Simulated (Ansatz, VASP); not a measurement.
**One calculation of MnAs, two programs**

The input INCAR:

```
SYSTEM = MnAs
ALGO     = Normal         ! electronic algorithm
EDIFF    = 1E-8           ! SCF threshold, eV
ENCUT    = 520            ! plane-wave cutoff, eV
GGA      = PE             ! functional
ISIF     = 2              ! what is computed and relaxed
ISMEAR   = -1             ! smearing method
ISPIN    = 2              ! spin polarisation
LASPH    = .TRUE.         ! aspherical terms in the spheres
LCHARG   = .FALSE.        ! write CHGCAR
LEFG     = .TRUE.       
LMAXMIX  = 4              ! l up to which the mixer works
LORBIT   = 11             ! projections on sites
LREAL    = .FALSE.        ! projectors in reciprocal space
LWAVE    = .FALSE.        ! write WAVECAR
MAGMOM   = 4 4 0 0        ! initial moments
NBANDS   = 30             ! bands
NELM     = 150            ! most SCF steps
PREC     = Accurate       ! precision mode
SIGMA    = 0.05           ! smearing width, eV
```

KPOINTS

```
k-points
0
G
  10 10 6
  0 0 0
```

POSCAR

```
MnAs
1.0
    3.7100000000      0.0000000000      0.0000000000
   -1.8550000000      3.2129542480      0.0000000000
    0.0000000000      0.0000000000      5.6910000000
Mn As
2 2
Direct
    0.0000000000      0.0000000000      0.0000000000
    0.0000000000      0.0000000000      0.5000000000
    0.3333333333      0.6666666667      0.2500000000
    0.6666666667      0.3333333333      0.7500000000
```

Input for Ansatz:

```yaml
crystal:
  lattice:
    - [3.71, 0.0, 0.0]
    - [-1.855, 3.212954248, 0.0]
    - [0.0, 0.0, 5.691]
  atoms:
    - { symbol: Mn, position: [0.0, 0.0, 0.0], spin: 4.0 }
    - { symbol: Mn, position: [0.0, 0.0, 0.5], spin: 4.0 }
    - { symbol: As, position: [0.3333333333, 0.6666666667, 0.25] }
    - { symbol: As, position: [0.6666666667, 0.3333333333, 0.75] }
magnetization:
  spin_polarized: true
kpoints:
  mp_grid: { grid: [10, 10, 6] }
scf:
  occupations: { method: fermi_dirac, width: 0.05 }
hamiltonian:
  xc: pbe
  pseudopotentials: { kind: paw }
output:
  forces: true
  stress: true
  populations: true
  efg:
    quadrupole_moments_barn: { Mn: 0.33, As: 0.311 }
    contact_densities: true
```

Alike in both runs: task electric field gradients; functional PBE; k mesh 10 × 10 × 6; occupations fermi-dirac, width 0.05 eV; collinear spin.

|  | VASP | Ansatz |
| --- | --- | --- |
| version | VASP 6.6.1 | Ansatz 0.2.0 |
| potentials or method | VASP PAW PBE potentials, release 64 (Mn_pv, As) | plane-wave PAW, scalar-relativistic |
| plane-wave cutoff (eV) | 520 | 420 |
| valence electrons in the cell | 36 | 60 |

|  | VASP | Ansatz | Ansatz less VASP |
| --- | --- | --- | --- |
| pressure (GPa) | -3.4 | -3.5 | -0.14 |
| traceless stress, the component that is largest in VASP (GPa) | -1.50 | -1.52 | -0.017 |
| net moment per atom (μB) | 1.57 | 1.57 | +0.002 |
| size of the moment on the site where the two differ most (μB) | 3.19 | 3.15 | -0.045 |
| size of Vzz on the site where it differs most (V/Å²) | 38.4 | 41.4 | +2.99 |

Site moments also hang on the region over which each program counts them. VASP's potentials hold 36 valence electrons a cell and Ansatz's 60, so a difference there can come from the potentials and not from the codes.
